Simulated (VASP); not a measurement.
# P (I-42d) in VASP: single point with PBEsol

Aim: the single point of P with PBEsol.

Program: VASP 6.6.1. These are calculated values, not measurements. Logs are shortened: lines on timing, memory, paths and dates and some standing lists are left out, and cuts for length are marked.

## 1. The cell of the first run

Symmetry: I-42d, No. 122, tetragonal system. The conventional cell has a = 7.879 Å, b = 7.879 Å, c = 6.435 Å, α = 90.00°, β = 90.00°, γ = 90.00°. Within 3.0 Å of P (site symmetry 1) lie 3 P at 2.25 to 2.26 Å.

## 2. Single point, PBEsol

The input, POSCAR:

```
P
1.0
   -3.9396086906      3.9396086906      3.2176225229
    3.9396086906     -3.9396086906      3.2176225229
    3.9396086906      3.9396086906     -3.2176225229
P
8
Direct
    0.7766980187      0.0259941056      0.8693909092
    0.1566031964      0.9073071095      0.1306090908
    0.6573071095      0.4066031964      0.6306090908
    0.7759941056      0.0266980187      0.3693909092
    0.5933968036      0.2240058944      0.2507039131
    0.9733019813      0.3426928905      0.7492960869
    0.9740058944      0.8433968036      0.7507039131
    0.0926928905      0.2233019813      0.2492960869
```

The input, INCAR.step1:

```
ALGO = Normal
EDIFF = 1E-6
ENCUT = 520
GGA = PS
ISIF = 2
ISMEAR = 0
LASPH = True
LCHARG = True
LREAL = False
LWAVE = False
NBANDS = 30
NELM = 60
PREC = Accurate
SIGMA = 0.02
```

The input, KPOINTS.step1:

```
k-points
0
Gamma
  6 6 6
```

The input, INCAR.step2:

```
ALGO = Normal
EDIFF = 1E-6
ENCUT = 520
GGA = PS
ICHARG = 11
ISIF = 2
ISMEAR = -5
LASPH = True
LCHARG = False
LORBIT = 11
LREAL = False
LWAVE = False
NBANDS = 30
NEDOS = 1001
NELM = 60
PREC = Accurate
SIGMA = 0.02
```

The input, KPOINTS.step2:

```
k-points
0
Gamma
  9 9 9
```

Potentials or basis: VASP PAW PBE potentials, release 64 (P).

Command:

```sh
$ cat potpaw_PBE.64/P/POTCAR > POTCAR
$ cp INCAR.step1 INCAR
$ cp KPOINTS.step1 KPOINTS
$ mpirun -np 1 vasp_std > vasp.out
$ cp INCAR.step2 INCAR
$ cp KPOINTS.step2 KPOINTS
$ mpirun -np 1 vasp_std > vasp.out
```

OUTCAR:

```text
EDIFF = 1E-6
   ENCUT = 520
   GGA = PS
   ICHARG = 11
   ISIF = 2
   ISMEAR = -5
   LASPH = True
   LORBIT = 11
   LREAL = False
   NELM = 60
   PREC = Accurate

 ion  position               nearest neighbor table
   1  0.777  0.026  0.869-   6 2.25   7 2.26   8 2.26
   2  0.157  0.907  0.131-   5 2.25   8 2.26   7 2.26
   3  0.657  0.407  0.631-   7 2.25   6 2.26   5 2.26
   4  0.776  0.027  0.369-   8 2.25   5 2.26   6 2.26
   5  0.593  0.224  0.251-   2 2.25   4 2.26   3 2.26
   6  0.973  0.343  0.749-   1 2.25   3 2.26   4 2.26
   7  0.974  0.843  0.751-   3 2.25   1 2.26   2 2.26
   8  0.093  0.223  0.249-   4 2.25   2 2.26   1 2.26

  LATTYP: Found a body centered tetragonal cell.
 ALAT       =     7.8792173812
 C/A-ratio  =     0.8167365786

  Lattice vectors:

 A1 = (  -3.9396086906,   3.9396086906,   3.2176225229)
 A2 = (   3.9396086906,  -3.9396086906,   3.2176225229)
 A3 = (   3.9396086906,   3.9396086906,  -3.2176225229)

Analysis of symmetry for initial positions (statically):
=====================================================================
 Subroutine PRICEL returns:
 Original cell was already a primitive cell.

 Routine SETGRP: Setting up the symmetry group for a
 body centered tetragonal supercell.

 Subroutine GETGRP returns: Found  8 space group operations
 (whereof  4 operations were pure point group operations)
 out of a pool of 16 trial point group operations.

The static configuration has the point symmetry S_4 .
 The point group associated with its full space group is D_2d.

Analysis of symmetry for dynamics (positions and initial velocities):
=====================================================================
 Subroutine PRICEL returns:
 Original cell was already a primitive cell.

 Routine SETGRP: Setting up the symmetry group for a
 body centered tetragonal supercell.

 Subroutine GETGRP returns: Found  8 space group operations
 (whereof  4 operations were pure point group operations)
 out of a pool of 16 trial point group operations.

The dynamic configuration has the point symmetry S_4 .
 The point group associated with its full space group is D_2d.

 Subroutine INISYM returns: Found  8 space group operations
 (whereof  4 operations are pure point group operations),
 and found     1 'primitive' translations

----------------------------------------------------------------------------------------

                                     Primitive cell

  volume of cell :     199.7567

  direct lattice vectors                    reciprocal lattice vectors
    -3.939608691  3.939608691  3.217622523     0.000000000  0.126916158  0.155394238
     3.939608691 -3.939608691  3.217622523     0.126916158  0.000000000  0.155394238
     3.939608691  3.939608691 -3.217622523     0.126916158  0.126916158  0.000000000

  length of vectors
     6.433826853  6.433826853  6.433826853     0.200636688  0.200636688  0.179486552

  position of ions in fractional coordinates (direct lattice)
     0.776698019  0.025994106  0.869390909
     0.156603196  0.907307110  0.130609091
     0.657307110  0.406603196  0.630609091
     0.775994106  0.026698019  0.369390909
     0.593396804  0.224005894  0.250703913
     0.973301981  0.342692890  0.749296087
     0.974005894  0.843396804  0.750703913
     0.092692890  0.223301981  0.249296087

  ion indices of the primitive-cell ions
   primitive index   ion index
                 1           1
                 2           2
                 3           3
                 4           4
                 5           5
                 6           6
                 7           7
                 8           8

----------------------------------------------------------------------------------------

 KPOINTS: k-points

Automatic generation of k-mesh.
 Grid dimensions read from file:
 generate k-points for:    9    9    9

 Generating k-lattice:

  Cartesian coordinates                     Fractional coordinates (reciprocal lattice)
     0.000000000  0.014101795  0.017266026     0.111111111  0.000000000  0.000000000
     0.014101795  0.000000000  0.017266026     0.000000000  0.111111111  0.000000000
     0.014101795  0.014101795  0.000000000     0.000000000  0.000000000  0.111111111

  Length of vectors
     0.022292965  0.022292965  0.019942950

  Shift w.r.t. Gamma in fractional coordinates (k-lattice)
     0.000000000  0.000000000  0.000000000

 TETIRR: Found   1695 inequivalent tetrahedra from     4374

 Subroutine IBZKPT returns following result:
 ===========================================

 Found     75 irreducible k-points:

 Following reciprocal coordinates:
            Coordinates               Weight
  0.000000  0.000000  0.000000      1.000000
  0.111111 -0.000000  0.000000      8.000000
  0.222222 -0.000000  0.000000      8.000000
  0.333333  0.000000  0.000000      8.000000
  0.444444 -0.000000  0.000000      8.000000
  0.111111  0.111111  0.000000      8.000000
[... 16 lines left out ...]
 -0.333333  0.333333  0.000000      4.000000
  0.444444  0.444444  0.000000      8.000000
 [... further k-points ...]
   k-points           NKPTS =     75   k-points in BZ     NKDIM =     75   number of bands    NBANDS=     30
   number of dos      NEDOS =   1001   number of ions     NIONS =      8
   total plane-waves  NPLWV = 110592
   dimension x,y,z NGX =    48 NGY =   48 NGZ =   48
   dimension x,y,z NGXF=    96 NGYF=   96 NGZF=   96
   ions per type =               8
   NGX,Y,Z   is equivalent  to a cutoff of  12.40, 12.40, 12.40 a.u.
   NGXF,Y,Z  is equivalent  to a cutoff of  24.81, 24.81, 24.81 a.u.
 SYSTEM =  unknown system
   PREC   = accura    normal or accurate (medium, high low for compatibility)
   ISTART =      0    job   : 0-new  1-cont  2-samecut
   ICHARG =     11    charge: 1-file 2-atom 10-const
   ISPIN  =      1    spin polarized calculation?
   LNONCOLLINEAR =      F non collinear calculations
   LSORBIT =      F    spin-orbit coupling
   LASPH  =      T    aspherical Exc in radial PAW
   ENCUT  =  520.0 eV  38.22 Ry    6.18 a.u.  11.96 11.96 11.96*2*pi/ulx,y,z
   NELM   =     60;   NELMIN=  2; NELMDL=  0     # of ELM steps
   EDIFF  = 0.1E-05   stopping-criterion for ELM
   LREAL  =      F    real-space projection
   EDIFFG = 0.1E-04   stopping-criterion for IOM
   NSW    =      0    number of steps for IOM
   IBRION =     -1    ionic relax: 0-MD 1-quasi-New 2-CG
   NFREE  =      0    steps in history (QN), initial steepest desc. (CG)
   ISIF   =      2    stress and relaxation
   ISYM   =      2    0-nonsym 1-usesym 2-fastsym
   POTIM  = 0.5000    time-step for ionic-motion
   TEBEG  =    0.0;   TEEND  =   0.0 temperature during run
   PSTRESS=    0.0 pullay stress
   NELECT =      40.0000    total number of electrons
   NUPDOWN=      -1.0000    fix difference up-down
   EMIN   =  10.00;   EMAX   =-10.00  energy-range for DOS
   EFERMI =   0.00;   METHOD = LEGACY
   ISMEAR =    -5;   SIGMA  =   0.02  broadening in eV -4-tet -1-fermi 0-gaus
   EFERMI_NEDOS =   21; number of points for ismear=-14 and -15
   IALGO  =     38    algorithm
   IMIX   =      4    mixing-type and parameters
     AMIX     =   0.40;   BMIX     =  1.00
     AMIX_MAG =   1.60;   BMIX_MAG =  1.00
  volume/ion in A,a.u.               =      24.97       168.50
  Fermi-wavevector in a.u.,A,eV,Ry     =   0.957770  1.809922 12.480933  0.917323
  Thomas-Fermi vector in A             =   2.086817
   LORBIT       =     11    0 simple, 1 ext, 2 COOP (PROOUT), +10 PAW based schemes
   GGA     = PS    functional components
   LHFCALC =     F    Hartree Fock is set to
   AEXX    =    0.0000 exact exchange contribution
   IVDW    =     0    specifies the selected vdW correction
   LEPSILON=     F    determine dielectric tensor
   LRPA    =     F    only Hartree local field effects (RPA)
 non-spin polarized calculation
 Fermi weights with tetrahedron method with Bloechl corrections
  energy-cutoff  :      520.00
  volume of cell :      199.76
 maximum number of plane-waves:      5436

 number of electron      40.0000000 magnetization

 Free energy of the ion-electron system (eV)
  ---------------------------------------------------
  ext. energy  EPLUGINS =         0.00000000
  ---------------------------------------------------
  free energy    TOTEN  =       -45.44284267 eV

  energy without entropy =      -45.44284267  energy(sigma->0) =      -45.44284267

 E-fermi :   2.7564     XC(G=0):  -8.4676

 val. band max:        2.7498245855   @ k =   0.2222   0.2222   0.2222
 cond. band min:       4.3242947058   @ k =   0.4444  -0.0000   0.0000
 fundamental gap:      1.5744701203
 Fermi energy:         2.7563975510

 k-point     1 :       0.0000    0.0000    0.0000
  band No.  band energies     occupation
      1     -11.5851      2.00000
      2      -8.9348      2.00000
      3      -8.5566      2.00000
      4      -8.5566      2.00000
      5      -6.0529      2.00000
      6      -5.7931      2.00000
[... 22 lines left out ...]
     29       7.4811      0.00000
     30       7.7188      0.00000

 k-point     2 :       0.1111   -0.0000    0.0000
  band No.  band energies     occupation
      1     -11.5507      2.00000
      2      -9.1857      2.00000
      3      -8.5839      2.00000
      4      -8.3253      2.00000
      5      -6.2916      2.00000
      6      -5.7576      2.00000
[... 22 lines left out ...]
     29       7.5905      0.00000
     30       7.7028      0.00000

 k-point     3 :       0.2222   -0.0000    0.0000
  band No.  band energies     occupation
      1     -11.4532      2.00000
      2      -9.5550      2.00000
      3      -8.6492      2.00000
      4      -8.0053      2.00000
      5      -6.5940      2.00000
      6      -5.6802      2.00000
[... 22 lines left out ...]
     29       7.3938      0.00000
     30       7.7732      0.00000

 k-point     4 :       0.3333    0.0000    0.0000
  band No.  band energies     occupation
      1     -11.3139      2.00000
      2      -9.8924      2.00000
      3      -8.7177      2.00000
      4      -7.7135      2.00000
      5      -6.8739      2.00000
      6      -5.6107      2.00000
[... 22 lines left out ...]
     29       7.5347      0.00000
     30       8.0645      0.00000

 k-point     5 :       0.4444   -0.0000    0.0000
  band No.  band energies     occupation
      1     -11.1923      2.00000
      2     -10.1170      2.00000
      3      -8.7596      2.00000
      4      -7.4673      2.00000
      5      -7.1161      2.00000
      6      -5.5741      2.00000
[... 22 lines left out ...]
     29       7.6745      0.00000
     30       7.8575      0.00000
[... 526 lines left out ...]
     29       7.9186      0.00000
     30       8.1022      0.00000

 k-point    22 :      -0.4444    0.3333   -0.0000
  band No.  band energies     occupation
      1     -11.0974      2.00000
      2     -10.4430      2.00000
      3      -8.2074      2.00000
      4      -7.6003      2.00000
      5      -6.9452      2.00000
      6      -6.2427      2.00000
[... 22 lines left out ...]
     29       7.9461      0.00000
     30       8.2018      0.00000

 k-point    23 :      -0.3333    0.3333    0.0000
  band No.  band energies     occupation
      1     -11.2357      2.00000
      2     -10.2357      2.00000
      3      -8.2482      2.00000
      4      -7.3659      2.00000
      5      -7.2095      2.00000
      6      -6.1995      2.00000
[... 22 lines left out ...]
     29       7.8081      0.00000
     30       8.1650      0.00000

 k-point    24 :       0.4444    0.4444    0.0000
  band No.  band energies     occupation
      1     -10.8270      2.00000
      2     -10.7765      2.00000
      3      -7.9873      2.00000
      4      -7.8768      2.00000
      5      -6.6430      2.00000
      6      -6.4893      2.00000
[... 22 lines left out ...]
     29       8.1540      0.00000
     30       8.2419      0.00000

 [... further k-points ...]
[... 5 lines left out ...]
  --------------------------------------------------------------------------------------
  -------------------------------------------------------------------------------------
  Total       -2.5796935     -2.5796935     -2.0127225      0.0000000      0.0000000      0.0000000
  in kB      -20.6908073    -20.6908073    -16.1433341      0.0000000      0.0000000      0.0000000
  external PRESSURE =     -19.1749829 kB  Pullay stress =       0.0000000 kB

 VOLUME and BASIS-vectors are now :
 -----------------------------------------------------------------------------
  energy-cutoff  :      520.00
  volume of cell :      199.76
      direct lattice vectors                 reciprocal lattice vectors
    -3.939608691  3.939608691  3.217622523     0.000000000  0.126916158  0.155394238
     3.939608691 -3.939608691  3.217622523     0.126916158  0.000000000  0.155394238
     3.939608691  3.939608691 -3.217622523     0.126916158  0.126916158  0.000000000

 POSITION                                       TOTAL-FORCE (eV/Angst)
 -----------------------------------------------------------------------------------
      0.46758      6.38254     -0.21461        -0.003884      0.077597      0.089337
      3.47203     -2.44293      3.00301         0.003884     -0.077597      0.089337
      1.49668      3.47203      1.39420        -0.077597      0.003884      0.089337
     -1.49668      4.40719      1.39420         0.077597     -0.003884      0.089337
     -0.46758      2.44293      1.82342         0.003884      0.077597     -0.089337
      0.46758      5.43629      1.82342        -0.003884     -0.077597     -0.089337
      2.44293      3.47203      3.43223         0.077597      0.003884     -0.089337
      1.49668      0.46758      0.21461        -0.077597     -0.003884     -0.089337
 -----------------------------------------------------------------------------------
    total drift:                               -0.000000     -0.000000     -0.000000

  FREE ENERGIE OF THE ION-ELECTRON SYSTEM (eV)
  ---------------------------------------------------
  free  energy   TOTEN  =       -45.4428426664 eV

  energy  without entropy=      -45.4428426664  energy(sigma->0) =      -45.44284267

 total charge

# of ion       s       p       d       tot
------------------------------------------
    1        1.087   1.351   0.000   2.438
    2        1.087   1.351   0.000   2.438
    3        1.087   1.351   0.000   2.438
    4        1.087   1.351   0.000   2.438
    5        1.087   1.351   0.000   2.438
    6        1.087   1.351   0.000   2.438
    7        1.087   1.351   0.000   2.438
    8        1.087   1.351   0.000   2.438
--------------------------------------------------
tot          8.695  10.807   0.000  19.502
```

Run time: 6 min. Hardware: 1 thread of Intel Xeon Platinum 8488C (Sapphire Rapids), shared host; peak memory 0.48 GiB.

What came out:

```
Valence electrons inside the program's atomic spheres : P 2.44
```

Caveat: the PAW data sets were made with another functional, which shifts forces and pressure a little.
